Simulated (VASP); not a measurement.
Set up this calculation in VASP 6.6.1, as the native input.

```
Task                   : single point
Functional             : r2SCAN
Potentials or basis    : VASP PAW PBE potentials, release 64 (Hf_pv, O)
Cutoff                 : 520 eV
k mesh                 : 6 × 6 × 8
Occupations            : gaussian, width 0.05 eV
Spin                   : no spin polarisation
Dipole correction      : no
Further INCAR settings : ALGO = Normal; EDIFF = 1e-07; NBANDS = 31
```

The system is HfO2.

```
CELL_PARAMETERS angstrom
4.83820 0.00000 0.00000
0.00000 4.83820 0.00000
0.00000 0.00000 3.22035
ATOMIC_POSITIONS crystal
Hf 0.00000 0.00000 0.05434
Hf 0.50000 0.50000 0.44566
O 0.19492 0.80508 0.51909
O 0.30508 0.30508 0.98091
O 0.69492 0.69492 0.98091
O 0.80508 0.19492 0.51909
```

This cell differs from its parent crystal: atoms displaced along a vibrational mode.

The input as run:

POSCAR

```
HfO2
1.0
    4.8382036345      0.0000000000      0.0000000000
    0.0000000000      4.8382036345      0.0000000000
    0.0000000000      0.0000000000      3.2203479159
Hf O
2 4
Direct
    0.0000000000      0.0000000000      0.0543419545
    0.5000000000      0.5000000000      0.4456580455
    0.1949191830      0.8050808170      0.5190866313
    0.3050808170      0.3050808170     -0.0190866313
    0.6949191830      0.6949191830     -0.0190866313
    0.8050808170      0.1949191830      0.5190866313
```

INCAR.step1

```
ALGO     = Normal         # electronic algorithm
EDIFF    = 1E-4           # SCF threshold, eV
ENCUT    = 520            # plane-wave cutoff, eV
GGA      = PE             # functional
ISMEAR   = 0              # smearing method
LASPH    = True           # aspherical terms in the spheres
LCHARG   = False          # write CHGCAR
LREAL    = False          # projectors in reciprocal space
LWAVE    = True           # write WAVECAR
NBANDS   = 31             # bands
NELM     = 80             # most SCF steps
PREC     = Accurate       # precision mode
SIGMA    = 0.05           # smearing width, eV
```

INCAR.step2

```
ALGO     = Normal         # electronic algorithm
EDIFF    = 1E-7           # SCF threshold, eV
ENCUT    = 520            # plane-wave cutoff, eV
ISIF     = 2              # what is computed and relaxed
ISMEAR   = 0              # smearing method
ISTART   = 1            
LASPH    = True           # aspherical terms in the spheres
LCHARG   = False          # write CHGCAR
LMIXTAU  = True         
LREAL    = False          # projectors in reciprocal space
LWAVE    = False          # write WAVECAR
METAGGA  = R2SCAN         # meta-GGA
NBANDS   = 31             # bands
NELM     = 80             # most SCF steps
PREC     = Accurate       # precision mode
SIGMA    = 0.05           # smearing width, eV
```

KPOINTS

```
k-points
0
Gamma
  6 6 8
```

Potentials or basis: VASP PAW PBE potentials, release 64 (Hf_pv, O).

The run is started by

```bash
$ cat potpaw_PBE.64/Hf_pv/POTCAR potpaw_PBE.64/O/POTCAR > POTCAR
$ cp INCAR.step1 INCAR
$ mpirun -np 1 vasp_std > vasp.out
$ cp INCAR.step2 INCAR
$ mpirun -np 1 vasp_std > vasp.out
```

Results of the run:

* Pressure: -2.1 GPa
* Largest force: 1.198 eV/Å
* Band gap on the k mesh: 4.64 eV

Caveat: the cell differs from its parent crystal (atoms displaced along a vibrational mode); the PAW data sets were made with another functional, which shifts forces and pressure a little; spin-orbit coupling is left out, which moves the levels of the heavy elements.

It took 4.8 min on 1 thread of AMD EPYC 9R14 (Zen 4) (shared host), peak memory 0.21 GiB.
